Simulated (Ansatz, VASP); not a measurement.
This is a calculation of Te2Mo for Ansatz 0.2.0.

The input input.yaml:

```yaml
crystal:
  lattice:
    - [3.5121156613, 0.0, 0.0]
    - [-1.7560578307, 3.0415813837, 0.0]
    - [0.0, 0.0, 17.2872171948]
  atoms:
    - { symbol: Te, position: [0.3333333333, 0.6666666667, 0.10214455] }
    - { symbol: Te, position: [0.3333333333, 0.6666666667, 0.89785545] }
    - { symbol: Mo, position: [0.0, 0.0, 0.0] }
kpoints:
  mp_grid: { grid: [9, 9, 2] }
scf:
  occupations: { method: fermi_dirac, width: 0.05 }
hamiltonian:
  xc: lda
  pseudopotentials: { kind: all_electron, lapw: { basis_error: 0.002 } }
output:
  forces: true
  stress: true
  eigenvalues: true
```

Potentials or basis: all-electron LAPW, scalar-relativistic.

Run with:

```console
$ ansatz run input.yaml --threads 2 --pin off --max-ram 8192MiB --backend cpu --events-out ev --progress --plain --runs-dir out
```

Set up the same calculation for VASP 6.6.1. Potentials there: VASP PAW LDA potentials, release 64 (Te, Mo_sv).

As run (the cutoff follows the program's own potentials):

Contents of INCAR:

```
  PREC = Accurate
  ENCUT = 520
  EDIFF = 1E-6
  ISMEAR = -1
  SIGMA = 0.05
  LREAL = F
  LASPH = T
  NELM = 100
  ALGO = Normal
  ISIF = 2
  LWAVE = F
  LCHARG = F
  GGA = CA
  NBANDS = 20
```

File KPOINTS:

```
Automatic mesh
0
Gamma
  9 9 2
```

The input POSCAR:

```
Te2Mo
1.0
    3.5121156613      0.0000000000      0.0000000000
   -1.7560578307      3.0415813837      0.0000000000
    0.0000000000      0.0000000000     17.2872171948
Te Mo
2 1
Direct
    0.3333333333      0.6666666667      0.1021445500
    0.3333333333      0.6666666667      0.8978554500
    0.0000000000      0.0000000000      0.0000000000
```

Potentials or basis: VASP PAW LDA potentials, release 64 (Te, Mo_sv).

Command:

```bash
$ cat potpaw_LDA.64/Te/POTCAR potpaw_LDA.64/Mo_sv/POTCAR > POTCAR
$ mpirun -np 1 vasp_std > vasp.out
```

Both were run:

|  | VASP | Ansatz | Ansatz less VASP |
| --- | --- | --- | --- |
| gap on the k mesh at the Fermi level (eV) | 1.11 | 1.11 | +0.001 |
| least direct gap on the mesh (eV) | 1.11 | 1.11 | +0.001 |
| rms of the force components (eV/Å) | 0.108 | 0.083 | -0.0255 |

LDA's correlation is that of Perdew and Zunger in VASP and of Perdew and Wang (1992) in Ansatz. Atom by atom the forces differ by 0.026 eV/Å (rms over components). Ansatz ran all-electron here, and VASP with PAW potentials.

Neither program's run includes spin-orbit coupling.
